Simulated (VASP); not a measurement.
# MnS (F-43m) in VASP: a series of runs, part 2 of 2

VASP 6.6.1.

## Step 4: Single point, PBE, collinear spin, ferromagnetic start (23.21 Å³/atom)

This run uses another cell than the first one, of 23.21 Å³/atom.

File INCAR:

```
SYSTEM = MnS
ALGO = Normal ; EDIFF = 1E-6
ENCUT = 500 ; GGA = PE
GGA_COMPAT = .FALSE. ; ISIF = 2
ISMEAR = 0 ; ISPIN = 2
LASPH = .TRUE. ; LCHARG = .FALSE.
LMAXMIX = 4 ; LORBIT = 11
LREAL = .FALSE. ; LWAVE = .FALSE.
MAGMOM = 4.61 0 ; NBANDS = 20
NELM = 200 ; PREC = Accurate
SIGMA = 0.05
```

File KPOINTS:

```
k-points
0
G
  6 6 6
  0 0 0
```

File POSCAR:

```
MnS
1.0
    0.0000000000      2.8525443645      2.8525443645
    2.8525443645      0.0000000000      2.8525443645
    2.8525443645      2.8525443645      0.0000000000
Mn S
1 1
Direct
    0.0000000000      0.0000000000      0.0000000000
    0.2500000000      0.2500000000      0.2500000000
```

Launch:

```console
$ cat potpaw_PBE.64/Mn_pv/POTCAR potpaw_PBE.64/S/POTCAR > POTCAR
$ mpirun -np 1 vasp_std > vasp.out
```

Run time: 57 s. Hardware: 1 thread of Oxide Virtual Turin-like, shared host; peak memory 0.15 GiB.

The run converged. Its results:

```
Free energy                                           : -14.0778 eV
Pressure                                              : -1.6 GPa
Band gap on the k mesh                                : 0.10 eV (least direct gap 0.70 eV)
Net moment                                            : 5.00 μB per cell
Site moments                                          : Mn +4.39; S +0.09 μB
Valence electrons inside the program's atomic spheres : Mn 11.32; S 3.75
```

Levels at points of the mesh, in eV from the valence-band top:
Spin up:
```
           k point  band 8  band 9  band 10  band 11  band 12  band 13  band 14  band 15  band 16  band 17
(0.00, 0.00, 0.00)   -3.27   -3.27     0.00     0.00     0.00     0.70     5.69     5.69     5.69    10.42
(0.50, 0.00, 0.00)   -3.18   -3.18    -2.99    -0.93    -0.93     2.71     6.11     6.11     6.53    10.57
(0.50, 0.50, 0.00)   -3.24   -3.09    -2.81    -2.23    -2.23     2.62     4.12     8.63    10.21    10.21
```
Spin down:
```csv
k point,band 3,band 4,band 5,band 6,band 7,band 8,band 9,band 10,band 11,band 12
"(0.00, 0.00, 0.00)",-46.21,-13.38,-3.17,-3.17,-3.17,0.83,0.83,1.75,2.83,2.83
"(0.50, 0.00, 0.00)",-46.21,-12.81,-4.94,-3.11,-3.11,0.89,0.95,0.95,1.95,1.95
"(0.50, 0.50, 0.00)",-46.21,-12.63,-4.86,-3.23,-3.23,0.11,0.84,1.22,1.28,1.28
```

Caveat: a cell with one magnetic atom can't hold antiferromagnetic order, which such compounds often take. A k mesh can miss the band edges.

## Step 5: Single point, r2SCAN

This run uses another cell than the first one, of 22.51 Å³/atom.

File POSCAR:

```
MnS
1.0
    0.0000000000      2.8236861980      2.8236861980
    2.8236861980      0.0000000000      2.8236861980
    2.8236861980      2.8236861980      0.0000000000
Mn S
1 1
Direct
    0.0000000000      0.0000000000      0.0000000000
    0.2500000000      0.2500000000      0.2500000000
```

File INCAR.step1:

```
SYSTEM = MnS
ALGO = Normal
EDIFF = 1E-5
ENCUT = 550
GGA = PE
GGA_COMPAT = .FALSE.
ISMEAR = 0
LASPH = .TRUE.
LCHARG = .FALSE.
LREAL = .FALSE.
LWAVE = .TRUE.
NBANDS = 16
NELM = 120
PREC = Accurate
SIGMA = 0.05
```

File INCAR.step2:

```
SYSTEM = MnS
ALGO = Normal
EDIFF = 1E-6
ENCUT = 550
GGA_COMPAT = .FALSE.
ISIF = 2
ISMEAR = 0
ISTART = 1
LASPH = .TRUE.
LCHARG = .TRUE.
LELF = .TRUE.
LMIXTAU = .TRUE.
LREAL = .FALSE.
LVHAR = .TRUE.
LWAVE = .FALSE.
METAGGA = R2SCAN
NBANDS = 16
NELM = 120
PREC = Accurate
SIGMA = 0.05
```

File KPOINTS:

```
k-points
0
G
  10 10 10
  0 0 0
```

Potentials or basis: VASP PAW PBE potentials, release 64 (Mn_pv, S).

Launch:

```console
$ cat potpaw_PBE.64/Mn_pv/POTCAR potpaw_PBE.64/S/POTCAR > POTCAR
$ cp INCAR.step1 INCAR
$ mpirun -np 1 vasp_std > vasp.out
$ cp INCAR.step2 INCAR
$ mpirun -np 1 vasp_std > vasp.out
```

OUTCAR:

```text
SYSTEM = MnS
   EDIFF = 1E-6
   ENCUT = 550
   ISIF = 2
   ISMEAR = 0
   ISTART = 1
   LASPH = .TRUE.
   LREAL = .FALSE.
   METAGGA = R2SCAN
   NELM = 120
   PREC = Accurate

 ion  position               nearest neighbor table
   1  0.000  0.000  0.000-   2 2.45   2 2.45   2 2.45   2 2.45
   2  0.250  0.250  0.250-   1 2.45   1 2.45   1 2.45   1 2.45

  LATTYP: Found a face centered cubic cell.
 ALAT       =     5.6473723960

  Lattice vectors:

 A1 = (   0.0000000000,   2.8236861980,   2.8236861980)
 A2 = (   2.8236861980,   0.0000000000,   2.8236861980)
 A3 = (   2.8236861980,   2.8236861980,   0.0000000000)

Analysis of symmetry for initial positions (statically):
=====================================================================
 Subroutine PRICEL returns:
 Original cell was already a primitive cell.

 Routine SETGRP: Setting up the symmetry group for a
 face centered cubic supercell.

 Subroutine GETGRP returns: Found 24 space group operations
 (whereof 24 operations were pure point group operations)
 out of a pool of 48 trial point group operations.

The static configuration has the point symmetry T_d .

Analysis of symmetry for dynamics (positions and initial velocities):
[... 155 lines left out ...]
  free energy    TOTEN  =       -21.76419680 eV

  energy without entropy =      -21.76063885  energy(sigma->0) =      -21.76241783

 E-fermi :   3.5651     XC(G=0):  -9.8492

 val. band max:        3.5611196344   @ k =   0.5000   0.3000   0.1000
 cond. band min:       3.5843201669   @ k =  -0.4000   0.1000   0.0000
 fundamental gap:      0.0232005325
 Fermi energy:         3.5650644393

 k-point     1 :       0.0000    0.0000    0.0000
  band No.  band energies     occupation
      1     -45.9514      2.00000
      2     -45.9514      2.00000
      3     -45.9512      2.00000
      4     -10.6017      2.00000
      5      -0.0534      2.00000
      6      -0.0532      2.00000
[... 433 lines left out ...]
      3     -45.9525      2.00000
      4      -9.9744      2.00000
      5      -1.3839      2.00000
      6      -0.0612      2.00000
[... 8 lines left out ...]
     15      12.1992      0.00000
     16      13.4584      0.00000

 [... further k-points ...]
[... 5 lines left out ...]
  --------------------------------------------------------------------------------------
  -------------------------------------------------------------------------------------
  Total       -6.0986624     -6.0986624     -6.0986624      0.0000000      0.0000000     -0.0000000
  in kB     -217.0030752   -217.0030752   -217.0030752      0.0000000      0.0000000     -0.0000000
  external PRESSURE =    -217.0030752 kB  Pullay stress =       0.0000000 kB

 VOLUME and BASIS-vectors are now :
 -----------------------------------------------------------------------------
  energy-cutoff  :      550.00
  volume of cell :       45.03
      direct lattice vectors                 reciprocal lattice vectors
     0.000000000  2.823686198  2.823686198    -0.177073501  0.177073501  0.177073501
     2.823686198  0.000000000  2.823686198     0.177073501 -0.177073501  0.177073501
     2.823686198  2.823686198  0.000000000     0.177073501  0.177073501 -0.177073501

 POSITION                                       TOTAL-FORCE (eV/Angst)
 -----------------------------------------------------------------------------------
      0.00000      0.00000      0.00000        -0.000000      0.000000      0.000000
      1.41184      1.41184      1.41184         0.000000     -0.000000     -0.000000
 -----------------------------------------------------------------------------------
    total drift:                                0.000000      0.000000      0.000000

  FREE ENERGIE OF THE ION-ELECTRON SYSTEM (eV)
  ---------------------------------------------------
  free  energy   TOTEN  =       -21.7641968047 eV

  energy  without entropy=      -21.7606388507  energy(sigma->0) =      -21.76241783
```

OSZICAR.step1:

```text
N       E                     dE             d eps       ncg     rms          rms(c)
DAV:   1     0.136796003273E+03    0.13680E+03   -0.10790E+04  1560   0.119E+03
DAV:   2    -0.702477537266E+01   -0.14382E+03   -0.13874E+03  1752   0.308E+02
DAV:   3    -0.139080323708E+02   -0.68833E+01   -0.68137E+01  1888   0.734E+01
DAV:   4    -0.140036548925E+02   -0.95623E-01   -0.95608E-01  1752   0.900E+00
DAV:   5    -0.140056457637E+02   -0.19909E-02   -0.19909E-02  1800   0.137E+00    0.111E+01
DAV:   6    -0.155514666922E+02   -0.15458E+01   -0.24466E+01  1504   0.522E+01    0.200E+01
DAV:   7    -0.124136250378E+02    0.31378E+01   -0.18487E+01  1504   0.433E+01    0.399E+00
DAV:   8    -0.123471664677E+02    0.66459E-01   -0.54350E-01  1504   0.643E+00    0.890E-01
DAV:   9    -0.123493060114E+02   -0.21395E-02   -0.34861E-02  1576   0.141E+00    0.408E-01
DAV:  10    -0.123497063082E+02   -0.40030E-03   -0.11216E-03  1872   0.312E-01    0.183E-01
DAV:  11    -0.123495649527E+02    0.14136E-03   -0.96611E-04  1872   0.310E-01    0.837E-02
DAV:  12    -0.123495580229E+02    0.69298E-05   -0.28342E-04  1536   0.205E-01    0.313E-02
DAV:  13    -0.123495521542E+02    0.58687E-05   -0.36440E-05  1560   0.645E-02
   1 F= -.12349552E+02 E0= -.12346619E+02  d E =-.586653E-02
```

Wall time 3.3 min (1 thread of Oxide Virtual Turin-like, shared host); peak memory 0.17 GiB.

Results:

```yaml
Free_energy: -21.7642 eV
Pressure: -21.7 GPa
Band_gap_on_the_k_mesh: zero (an odd number of electrons rules out a gap without spin polarisation)
```

Caveat: the cell stands under tension; the PAW data sets were made with another functional, which shifts forces and pressure a little; an odd number of electrons without spin polarisation forces a metal; a magnetic or distorted state may lie lower; the run has no spin polarisation, though such a crystal can be magnetic; semilocal functionals often make such compounds metallic where correlation or magnetic order opens a gap, which also shifts bond lengths. With open d or f shells a metallic result of r2SCAN can be an artefact of self-interaction; +U or a hybrid may open a gap.

## Step 6: Overview

```csv
level,spin,cell,k mesh,cutoff (eV),gap on the mesh (eV),pressure (GPa),moment (μB)
PBE,"collinear, ferromagnetic start","a = 3.970 Å, angles 60.0°, 2 atoms",6 × 6 × 6,500,none,1.0,4.96
PBE,"collinear, ferromagnetic start","a = 3.992 Å, angles 60.0°, 2 atoms",6 × 6 × 6,500,none,0.0,4.97
PBE,"collinear, ferromagnetic start","a = 4.034 Å, angles 60.0°, 2 atoms",6 × 6 × 6,500,0.10,-1.6,5.00
r2SCAN,off,"a = 3.993 Å, angles 60.0°, 2 atoms",10 × 10 × 10,550,none,-21.7,-
```

Alike in all rows: task single point; potentials or basis VASP PAW PBE potentials, release 64 (Mn_pv, S); smearing gaussian 0.05 eV.

Caveats: a cell with one magnetic atom can't hold antiferromagnetic order, which such compounds often take (at least some runs); semilocal functionals often make such compounds metallic where correlation or magnetic order opens a gap, which also shifts bond lengths (at least some runs); the cell stands under tension (at least some runs); the PAW data sets were made with another functional, which shifts forces and pressure a little (at least some runs); an odd number of electrons without spin polarisation forces a metal (at least some runs); a magnetic or distorted state may lie lower (at least some runs).

Absolute energies hang on the potentials; compare differences alone.

The gap in the log of VASP goes by the Fermi energy; the results here count the filled bands.